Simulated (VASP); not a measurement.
Input of a VASP 6.6.1 run:

Contents of INCAR:

```
SYSTEM = Tl
PREC = Accurate
ENCUT = 520
EDIFF = 1E-6
ISMEAR = 1
SIGMA = 0.03
LREAL = .FALSE.
LASPH = .TRUE.
NELM = 80
ALGO = Normal
ISIF = 2
LWAVE = .FALSE.
LCHARG = .FALSE.
NBANDS = 20
```

KPOINTS

```
Automatic mesh
0
G
  11 11 6
  0 0 0
```

The input POSCAR:

```
Tl
1.0
    3.4014029632      0.0000000000      0.0000000000
   -1.7007014816      2.9457013746      0.0000000000
    0.0000000000      0.0000000000      5.4430041633
Tl
2
Direct
    0.3333333333      0.6666666667      0.2500000000
    0.6666666667      0.3333333333      0.7500000000
```

Potentials or basis: VASP PAW LDA potentials, release 64 (Tl_d).

The run is started by

```console
$ cat potpaw_LDA.64/Tl_d/POTCAR > POTCAR
$ mpirun -np 1 vasp_std > vasp.out
```

(1) What does it give for the band gap on the k mesh?

(2) What does it give for the pressure?

Answers

(1) zero (band 13 reaches 10.48 eV, above the bottom of band 14 at 4.51 eV).

(2) 0.0 GPa.

Caveat: spin-orbit coupling is left out, which moves the levels of the heavy elements.
